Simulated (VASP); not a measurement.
# KNbO3 (P4mm) in VASP: single point with PBE+U

Aim: the single point of KNbO3 with PBE+U.

Everything below comes from runs of VASP 6.6.1. Logs are shortened: lines on timing, memory, paths and dates and some standing lists are left out, and cuts for length are marked.

### Step 1. The cell of the first run

Symmetry: P4mm, No. 99, tetragonal system. Conventional cell: a = 4.013 Å, b = 4.013 Å, c = 4.110 Å, α = 90.00°, β = 90.00°, γ = 90.00°. Within 3.7 Å of K (site symmetry 4mm) lie 12 O at 2.80 to 2.95 Å and 8 Nb at 3.47 to 3.54 Å. Nb (site symmetry 4mm) has 6 O at 1.88 to 2.23 Å within 2.5 Å. Within 3.0 Å of O (site symmetry 2mm) lie 2 Nb at 2.01 Å and 4 K at 2.80 to 2.95 Å and 8 O at 2.84 to 2.88 Å. Within 2.5 Å of O (site symmetry 4mm) lie 2 Nb at 1.88 to 2.23 Å.

### Step 2. Single point, PBE+U

INCAR

```
PREC = Accurate
ENCUT = 1340
EDIFF = 1E-6
ISMEAR = 0
SIGMA = 0.1
LREAL = F
LASPH = T
NELM = 200
ALGO = Normal
ISIF = 2
LWAVE = F
LCHARG = F
LMAXMIX = 4
LDAU = T
LDAUTYPE = 2
LDAUL = -1 2 -1
LDAUU = 0 7.3 0
LDAUJ = 0 0 0
LDAUPRINT = 1
GGA = PE
NBANDS = 28
GGA_COMPAT = F
```

KPOINTS

```
Automatic mesh
0
Gamma
  4 4 4
```

POSCAR

```
KNbO3
1.0
    4.0129726800      0.0000000000      0.0000000000
    0.0000000000      4.0129726800      0.0000000000
    0.0000000000      0.0000000000      4.1102918300
K Nb O
1 1 3
Direct
    0.5000000000      0.5000000000      0.4999545100
    0.0000000000      0.0000000000      0.0149157700
    0.5000000000      0.0000000000      0.9741423400
    0.0000000000      0.5000000000      0.9741423400
    0.0000000000      0.0000000000      0.4716460400
```

Potentials or basis: VASP PAW PBE potentials, release 64 (K_sv, Nb_sv, O_h).

Started as:

```bash
$ cat potpaw_PBE.64/K_sv/POTCAR potpaw_PBE.64/Nb_sv/POTCAR potpaw_PBE.64/O_h/POTCAR > POTCAR
$ mpirun -np 1 vasp_std > vasp.out
```

OUTCAR:

```text
PREC = Accurate
   ENCUT = 1340
   EDIFF = 1E-6
   ISMEAR = 0
   LREAL = F
   LASPH = T
   NELM = 200
   ISIF = 2
   GGA = PE

 ion  position               nearest neighbor table
   1  0.500  0.500  0.500-
   2  0.000  0.000  0.015-   5 1.88   4 2.01   3 2.01   4 2.01   3 2.01   5 2.23
   3  0.500  0.000  0.974-   2 2.01   2 2.01
   4  0.000  0.500  0.974-   2 2.01   2 2.01
   5  0.000  0.000  0.472-   2 1.88   2 2.23

  LATTYP: Found a simple tetragonal cell.
 ALAT       =     4.0129726800
 C/A-ratio  =     1.0242511369

  Lattice vectors:

 A1 = (   4.0129726800,   0.0000000000,   0.0000000000)
 A2 = (   0.0000000000,   4.0129726800,   0.0000000000)
 A3 = (   0.0000000000,   0.0000000000,   4.1102918300)

Analysis of symmetry for initial positions (statically):
=====================================================================
 Subroutine PRICEL returns:
 Original cell was already a primitive cell.

 Routine SETGRP: Setting up the symmetry group for a
 simple tetragonal supercell.

 Subroutine GETGRP returns: Found  8 space group operations
 (whereof  8 operations were pure point group operations)
 out of a pool of 16 trial point group operations.

The static configuration has the point symmetry C_4v.

Analysis of symmetry for dynamics (positions and initial velocities):
=====================================================================
 Subroutine PRICEL returns:
 Original cell was already a primitive cell.

 Routine SETGRP: Setting up the symmetry group for a
 simple tetragonal supercell.

 Subroutine GETGRP returns: Found  8 space group operations
 (whereof  8 operations were pure point group operations)
 out of a pool of 16 trial point group operations.

The dynamic configuration has the point symmetry C_4v.

 Subroutine INISYM returns: Found  8 space group operations
 (whereof  8 operations are pure point group operations),
 and found     1 'primitive' translations

----------------------------------------------------------------------------------------

                                     Primitive cell

  volume of cell :      66.1919

  direct lattice vectors                    reciprocal lattice vectors
     4.012972680  0.000000000  0.000000000     0.249191829  0.000000000  0.000000000
     0.000000000  4.012972680  0.000000000     0.000000000  0.249191829  0.000000000
     0.000000000  0.000000000  4.110291830     0.000000000  0.000000000  0.243291728

  length of vectors
     4.012972680  4.012972680  4.110291830     0.249191829  0.249191829  0.243291728

  position of ions in fractional coordinates (direct lattice)
     0.500000000  0.500000000  0.499954510
     0.000000000  0.000000000  0.014915770
     0.500000000  0.000000000  0.974142340
     0.000000000  0.500000000  0.974142340
     0.000000000  0.000000000  0.471646040

  ion indices of the primitive-cell ions
   primitive index   ion index
                 1           1
                 2           2
                 3           3
                 4           4
                 5           5

----------------------------------------------------------------------------------------

 KPOINTS: Automatic mesh

Automatic generation of k-mesh.
 Grid dimensions read from file:
 generate k-points for:    4    4    4

 Generating k-lattice:

  Cartesian coordinates                     Fractional coordinates (reciprocal lattice)
     0.062297957  0.000000000  0.000000000     0.250000000  0.000000000  0.000000000
     0.000000000  0.062297957  0.000000000     0.000000000  0.250000000  0.000000000
     0.000000000  0.000000000  0.060822932     0.000000000  0.000000000  0.250000000

  Length of vectors
     0.062297957  0.062297957  0.060822932

  Shift w.r.t. Gamma in fractional coordinates (k-lattice)
     0.000000000  0.000000000  0.000000000

 Subroutine IBZKPT returns following result:
 ===========================================

 Found     18 irreducible k-points:

 Following reciprocal coordinates:
            Coordinates               Weight
  0.000000  0.000000  0.000000      1.000000
  0.250000  0.000000  0.000000      4.000000
  0.500000  0.000000  0.000000      2.000000
  0.250000  0.250000  0.000000      4.000000
  0.500000  0.250000  0.000000      4.000000
  0.500000  0.500000  0.000000      1.000000
[... 10 lines left out ...]
  0.500000  0.250000  0.500000      4.000000
  0.500000  0.500000  0.500000      1.000000
   k-points           NKPTS =     18   k-points in BZ     NKDIM =     18   number of bands    NBANDS=     28
   number of dos      NEDOS =    301   number of ions     NIONS =      5
   total plane-waves  NPLWV = 115200
   dimension x,y,z NGX =    48 NGY =   48 NGZ =   50
   dimension x,y,z NGXF=    96 NGYF=   96 NGZF=  100
   ions per type =               1   1   3
   NGX,Y,Z   is equivalent  to a cutoff of  19.89, 19.89, 20.22 a.u.
   NGXF,Y,Z  is equivalent  to a cutoff of  39.77, 39.77, 40.45 a.u.
 SYSTEM =  unknown system
   PREC   = accura    normal or accurate (medium, high low for compatibility)
   ISTART =      0    job   : 0-new  1-cont  2-samecut
   ICHARG =      2    charge: 1-file 2-atom 10-const
   ISPIN  =      1    spin polarized calculation?
   LNONCOLLINEAR =      F non collinear calculations
   LSORBIT =      F    spin-orbit coupling
   LASPH  =      T    aspherical Exc in radial PAW
   ENCUT  = 1340.0 eV  98.49 Ry    9.92 a.u.  11.98 11.98 12.27*2*pi/ulx,y,z
   NELM   =    200;   NELMIN=  2; NELMDL= -5     # of ELM steps
   EDIFF  = 0.1E-05   stopping-criterion for ELM
   LREAL  =      F    real-space projection
   EDIFFG = 0.1E-04   stopping-criterion for IOM
   NSW    =      0    number of steps for IOM
   IBRION =     -1    ionic relax: 0-MD 1-quasi-New 2-CG
   NFREE  =      0    steps in history (QN), initial steepest desc. (CG)
   ISIF   =      2    stress and relaxation
   ISYM   =      2    0-nonsym 1-usesym 2-fastsym
   POTIM  = 0.5000    time-step for ionic-motion
   TEBEG  =    0.0;   TEEND  =   0.0 temperature during run
   PSTRESS=    0.0 pullay stress
   NELECT =      40.0000    total number of electrons
   NUPDOWN=      -1.0000    fix difference up-down
   EMIN   =  10.00;   EMAX   =-10.00  energy-range for DOS
   EFERMI =   0.00;   METHOD = LEGACY
   ISMEAR =     0;   SIGMA  =   0.10  broadening in eV -4-tet -1-fermi 0-gaus
   EFERMI_NEDOS =   21; number of points for ismear=-14 and -15
   IALGO  =     38    algorithm
   IMIX   =      4    mixing-type and parameters
     AMIX     =   0.40;   BMIX     =  1.00
     AMIX_MAG =   1.60;   BMIX_MAG =  1.00
  volume/ion in A,a.u.               =      13.24        89.34
  Fermi-wavevector in a.u.,A,eV,Ry     =   1.384076  2.615524 26.064208  1.915665
  Thomas-Fermi vector in A             =   2.508614
   LORBIT       =      0    0 simple, 1 ext, 2 COOP (PROOUT), +10 PAW based schemes
 LDA+U is selected, type is set to LDAUTYPE =  2
   angular momentum for each species LDAUL =    -1    2   -1
   U (eV)           for each species LDAUU =   0.0  7.3  0.0
   J (eV)           for each species LDAUJ =   0.0  0.0  0.0
   GGA     = PE    functional components
   LHFCALC =     F    Hartree Fock is set to
   AEXX    =    0.0000 exact exchange contribution
   IVDW    =     0    specifies the selected vdW correction
   LEPSILON=     F    determine dielectric tensor
   LRPA    =     F    only Hartree local field effects (RPA)
 non-spin polarized calculation
 Gauss-broadening in eV      SIGMA  =   0.10
  energy-cutoff  :     1340.00
  volume of cell :       66.19
 maximum number of plane-waves:      7404
 NGX is ok and might be reduce to    48
   NGX = 23   NGY = 23   NGZ = 25

atom =   2  type =  2  l = 2

 onsite density matrix

spin component  1

  0.1032  0.0000 -0.0000 -0.0000 -0.0000
  0.0000  0.1146 -0.0000 -0.0000 -0.0000
 -0.0000 -0.0000  0.2139 -0.0000 -0.0000
 -0.0000 -0.0000 -0.0000  0.1146  0.0000
 -0.0000 -0.0000 -0.0000  0.0000  0.2020

spin component  2

  0.1032  0.0000 -0.0000 -0.0000 -0.0000
  0.0000  0.1146 -0.0000 -0.0000 -0.0000
 -0.0000 -0.0000  0.2139 -0.0000 -0.0000
 -0.0000 -0.0000 -0.0000  0.1146  0.0000
 -0.0000 -0.0000 -0.0000  0.0000  0.2020

 occupancies and eigenvectors

  o =  0.1032  v =  1.0000  0.0000  0.0000  0.0000  0.0000  0.0000  0.0000  0.0000  0.0000  0.0000      0.0000  0.0000  0.0000  0.0000  0.0000  0.0000  0.0000  0.0000  0.0000  0.0000
  o =  0.1032  v =  0.0000  0.0000  0.0000  0.0000  0.0000  1.0000  0.0000  0.0000  0.0000  0.0000      0.0000  0.0000  0.0000  0.0000  0.0000  0.0000  0.0000  0.0000  0.0000  0.0000
  o =  0.1146  v =  0.0000 -0.3312 -0.0000  0.9436 -0.0000  0.0000  0.0000  0.0000  0.0000  0.0000      0.0000  0.0000  0.0000  0.0000  0.0000  0.0000  0.0000  0.0000  0.0000  0.0000
  o =  0.1146  v =  0.0000  0.0000  0.0000  0.0000  0.0000  0.0000 -0.3312 -0.0000  0.9436 -0.0000      0.0000  0.0000  0.0000  0.0000  0.0000  0.0000  0.0000  0.0000  0.0000  0.0000
  o =  0.1146  v =  0.0000 -0.9436  0.0000 -0.3312  0.0000  0.0000  0.0000  0.0000  0.0000  0.0000      0.0000  0.0000  0.0000  0.0000  0.0000  0.0000  0.0000  0.0000  0.0000  0.0000
  o =  0.1146  v =  0.0000  0.0000  0.0000  0.0000  0.0000  0.0000 -0.9436  0.0000 -0.3312  0.0000      0.0000  0.0000  0.0000  0.0000  0.0000  0.0000  0.0000  0.0000  0.0000  0.0000
  o =  0.2020  v =  0.0000 -0.0000 -0.0000 -0.0000 -1.0000  0.0000  0.0000  0.0000  0.0000  0.0000      0.0000  0.0000  0.0000  0.0000  0.0000  0.0000  0.0000  0.0000  0.0000  0.0000
  o =  0.2020  v =  0.0000  0.0000  0.0000  0.0000  0.0000  0.0000 -0.0000 -0.0000 -0.0000 -1.0000      0.0000  0.0000  0.0000  0.0000  0.0000  0.0000  0.0000  0.0000  0.0000  0.0000
  o =  0.2139  v =  0.0000  0.0000  0.0000  0.0000  0.0000  0.0000 -0.0000 -1.0000 -0.0000  0.0000      0.0000  0.0000  0.0000  0.0000  0.0000  0.0000  0.0000  0.0000  0.0000  0.0000
  o =  0.2139  v =  0.0000 -0.0000 -1.0000 -0.0000  0.0000  0.0000  0.0000  0.0000  0.0000  0.0000      0.0000  0.0000  0.0000  0.0000  0.0000  0.0000  0.0000  0.0000  0.0000  0.0000

 number of electron      40.0000000 magnetization

 Free energy of the ion-electron system (eV)
  ---------------------------------------------------
  ext. energy  EPLUGINS =         0.00000000
  ---------------------------------------------------
  free energy    TOTEN  =       -33.71263426 eV

  energy without entropy =      -33.71263426  energy(sigma->0) =      -33.71263426

 E-fermi :   4.1830     XC(G=0): -10.6375

 val. band max:        3.7317835089   @ k =   0.5000   0.5000   0.5000
 cond. band min:       6.1711813256   @ k =   0.0000   0.0000   0.0000
 fundamental gap:      2.4393978167
 Fermi energy:         4.1829663677

 k-point     1 :       0.0000    0.0000    0.0000
  band No.  band energies     occupation
      1     -52.9272      2.00000
      2     -28.9252      2.00000
      3     -28.8406      2.00000
      4     -28.8406      2.00000
      5     -23.7502      2.00000
      6     -13.5363      2.00000
[... 20 lines left out ...]
     27      11.5683      0.00000
     28      11.7141      0.00000

 k-point     2 :       0.2500    0.0000    0.0000
  band No.  band energies     occupation
      1     -52.9263      2.00000
      2     -28.9234      2.00000
      3     -28.8927      2.00000
      4     -28.8388      2.00000
      5     -23.7385      2.00000
      6     -13.4426      2.00000
[... 20 lines left out ...]
     27      12.3367      0.00000
     28      12.4343      0.00000

 k-point     3 :       0.5000    0.0000    0.0000
  band No.  band energies     occupation
      1     -52.9253      2.00000
      2     -28.9442      2.00000
      3     -28.9213      2.00000
      4     -28.8369      2.00000
      5     -23.7269      2.00000
      6     -13.4394      2.00000
[... 20 lines left out ...]
     27      13.0955      0.00000
     28      13.8042      0.00000

 k-point     4 :       0.2500    0.2500    0.0000
  band No.  band energies     occupation
      1     -52.9253      2.00000
      2     -28.9216      2.00000
      3     -28.8908      2.00000
      4     -28.8901      2.00000
      5     -23.7297      2.00000
      6     -13.2615      2.00000
[... 392 lines left out ...]
     27      13.6199      0.00000
     28      13.8779      0.00000

 k-point    17 :       0.5000    0.2500    0.5000
  band No.  band energies     occupation
      1     -52.9231      2.00000
      2     -28.9955      2.00000
      3     -28.9379      2.00000
      4     -28.8854      2.00000
      5     -23.7111      2.00000
      6     -12.7121      2.00000
[... 20 lines left out ...]
     27      13.3211      0.00000
     28      14.4321      0.00000

 k-point    18 :       0.5000    0.5000    0.5000
  band No.  band energies     occupation
      1     -52.9222      2.00000
      2     -28.9932      2.00000
      3     -28.9358      2.00000
      4     -28.9358      2.00000
      5     -23.7041      2.00000
      6     -12.3027      2.00000
[... 20 lines left out ...]
     27      14.1311      0.00000
     28      14.4576      0.00000

------------------------ aborting loop because EDIFF is reached ----------------------------------------

  FORCE on cell =-STRESS in cart. coord.  units (eV):
  Direction    XX          YY          ZZ          XY          YZ          ZX
  --------------------------------------------------------------------------------------
  -------------------------------------------------------------------------------------
  Total        1.6209130      1.6209130      2.1192830      0.0000000      0.0000000      0.0000000
  in kB       39.2342389     39.2342389     51.2972952      0.0000000      0.0000000      0.0000000
  external PRESSURE =      43.2552577 kB  Pullay stress =       0.0000000 kB

 VOLUME and BASIS-vectors are now :
 -----------------------------------------------------------------------------
  energy-cutoff  :     1340.00
  volume of cell :       66.19
      direct lattice vectors                 reciprocal lattice vectors
     4.012972680  0.000000000  0.000000000     0.249191829  0.000000000  0.000000000
     0.000000000  4.012972680  0.000000000     0.000000000  0.249191829  0.000000000
     0.000000000  0.000000000  4.110291830     0.000000000  0.000000000  0.243291728

 POSITION                                       TOTAL-FORCE (eV/Angst)
 -----------------------------------------------------------------------------------
      2.00649      2.00649      2.05496        -0.000000     -0.000000      0.004340
      0.00000      0.00000      0.06131        -0.000000     -0.000000     -1.238963
      2.00649      0.00000      4.00401        -0.000000     -0.000000      0.084107
      0.00000      2.00649      4.00401        -0.000000     -0.000000      0.084107
      0.00000      0.00000      1.93860         0.000000      0.000000      1.066408
 -----------------------------------------------------------------------------------
    total drift:                                0.000000      0.000000      0.000125

  FREE ENERGIE OF THE ION-ELECTRON SYSTEM (eV)
  ---------------------------------------------------
  free  energy   TOTEN  =       -33.7126342555 eV

  energy  without entropy=      -33.7126342555  energy(sigma->0) =      -33.71263426
```

Wall time 3.6 min (1 thread of AMD EPYC 7R43 (Zen 3), shared host); peak memory 0.37 GiB.

Results:

```yaml
Free_energy: -33.7126 eV
Pressure: 4.3 GPa
Largest_force: 1.239 eV/Å
Band_gap_on_the_k_mesh: 2.44 eV (least direct gap 3.35 eV)
```

Forces in eV/Å, atoms in the order of the input:
```
K    0.000  0.000  0.004
Nb   0.000  0.000 -1.239
O    0.000  0.000  0.084
O    0.000  0.000  0.084
O    0.000  0.000  1.066
```

Stress tensor (GPa, compression positive):
```
3.92 0.00 0.00
0.00 3.92 0.00
0.00 0.00 5.13
```

Levels at points of the mesh, in eV from the valence-band top:
```
           k point  band 18  band 19  band 20  band 21  band 22  band 23
(0.00, 0.00, 0.00)    -1.09    -0.91    -0.91     2.44     2.89     2.89
(0.50, 0.00, 0.00)    -1.57    -1.48    -1.22     3.02     4.84     4.90
(0.50, 0.50, 0.00)    -1.54    -1.54    -0.03     4.93     4.93     5.98
(0.00, 0.00, 0.50)    -1.58    -0.95    -0.95     2.57     4.83     4.83
(0.50, 0.00, 0.50)    -1.51    -1.50    -0.22     4.87     4.88     5.81
(0.50, 0.50, 0.50)    -0.19    -0.19     0.00     5.91     5.91     6.02
```

Eigenvalues of the final occupation matrices:
```csv
site,spin,trace,eigenvalues
site 2 d,1,0.75,0.10 0.11 0.11 0.20 0.21
site 2 d,2,0.75,0.10 0.11 0.11 0.20 0.21
```

Caveat: the cell stands under pressure; forces of over 1 eV/Å act on the atoms, so gaps and moduli don't describe the material at rest. A k mesh can miss the band edges.
